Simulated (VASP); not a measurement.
Wanted: the native input for a VASP 6.6.1 run.

| Quantity | Value |
| --- | --- |
| Task | single point |
| Functional | r2SCAN |
| Potentials or basis | VASP PAW PBE potentials, release 64 (W_sv, C) |
| Cutoff | 520 eV |
| k mesh | 2 × 2 × 1 |
| Occupations | fermi-dirac, width 0.1 eV |
| Spin | no spin polarisation |
| Dipole correction | no |
| Further INCAR settings | LREAL = Auto; ALGO = Normal; EDIFF = 1e-07; NBANDS = 86 |

The system is WC, a slab with vacuum.

```
CELL_PARAMETERS angstrom
5.69910 0.00000 0.00000
-2.84955 4.93557 0.00000
0.00000 0.00000 17.19731
ATOMIC_POSITIONS crystal
W 0.00000 0.00000 0.05815
W 0.00912 0.00375 0.22032
W 0.00000 0.50000 0.05815
W 0.97405 0.49773 0.22121
W 0.49999 0.00000 0.05815
W 0.50539 0.03392 0.23267
W 0.50001 0.50000 0.05815
W 0.45971 0.48254 0.22555
C 0.33129 0.17481 0.13867
C 0.32151 0.17262 0.29217
C 0.33877 0.69141 0.13550
C 0.33595 0.70867 0.30209
C 0.84450 0.14685 0.13308
C 0.87917 0.19501 0.28992
C 0.80806 0.65141 0.12662
C 0.82023 0.65131 0.27898
```

One way to write it, as run:

POSCAR

```
WC
1.0
    5.6991000000      0.0000000000      0.0000000000
   -2.8495500000      4.9355650000      0.0000000000
    0.0000000000      0.0000000000     17.1973150000
W C
8 8
Direct
    0.0000000000      0.0000000000      0.0581486122
    0.0091209105      0.0037483044      0.2203192766
   -0.0000026138      0.5000035457      0.0581486122
   -0.0259481707      0.4977343019      0.2212147652
    0.4999912267      0.0000000000      0.0581486122
    0.5053865422      0.0339170895      0.2326700418
    0.5000061595      0.5000035457      0.0581486122
    0.4597072356      0.4825384733      0.2255468368
    0.3312870191      0.1748128127      0.1386728103
    0.3215073375      0.1726246134      0.2921735166
    0.3387741827      0.6914102033      0.1355037109
    0.3359474639      0.7086726646      0.3020878550
    0.8444953602      0.1468524880      0.1330789138
    0.8791738479      0.1950131343      0.2899231653
    0.8080642545      0.6514147823      0.1266244178
    0.8202260564      0.6513134768      0.2789795965
```

INCAR.step1

```
PREC = Accurate ; ENCUT = 520
ISMEAR = -1 ; SIGMA = 0.1
LREAL = Auto ; LASPH = True
NELM = 60 ; NBANDS = 86
GGA = PE ; ALGO = Normal
EDIFF = 1E-4 ; LWAVE = True
LCHARG = False
```

INCAR.step2

```
PREC = Accurate ; ENCUT = 520
EDIFF = 1E-7 ; ISMEAR = -1
SIGMA = 0.1 ; LREAL = Auto
LASPH = True ; NELM = 60
ALGO = Normal ; ISIF = 2
LWAVE = False ; LCHARG = False
METAGGA = R2SCAN ; LMIXTAU = True
NBANDS = 86 ; ISTART = 1
```

KPOINTS

```
Automatic mesh
0
Gamma
  2 2 1
```

Potentials or basis: VASP PAW PBE potentials, release 64 (W_sv, C).

Run with:

```sh
$ cat potpaw_PBE.64/W_sv/POTCAR potpaw_PBE.64/C/POTCAR > POTCAR
$ cp INCAR.step1 INCAR
$ mpirun -np 1 vasp_std > vasp.out
$ cp INCAR.step2 INCAR
$ mpirun -np 1 vasp_std > vasp.out
```

Results of the run:

```json
{
 "Largest force": "6.473 eV/Å",
 "Band gap on the k mesh": "zero (bands 72 and 73 overlap by 0.68 eV)"
}
```

Caveat: the k points lie up to 0.64 Å⁻¹ apart, too coarse for converged energies and pressures of a metal; the atoms stand as in a frame of molecular dynamics; the PAW data sets were made with another functional, which shifts forces and pressure a little; spin-orbit coupling is left out, which moves the levels of the heavy elements.

Run time: 14 min on 1 thread of AMD EPYC 9R45 96-Core Processor (Zen 5) (shared host), peak memory 0.57 GiB.
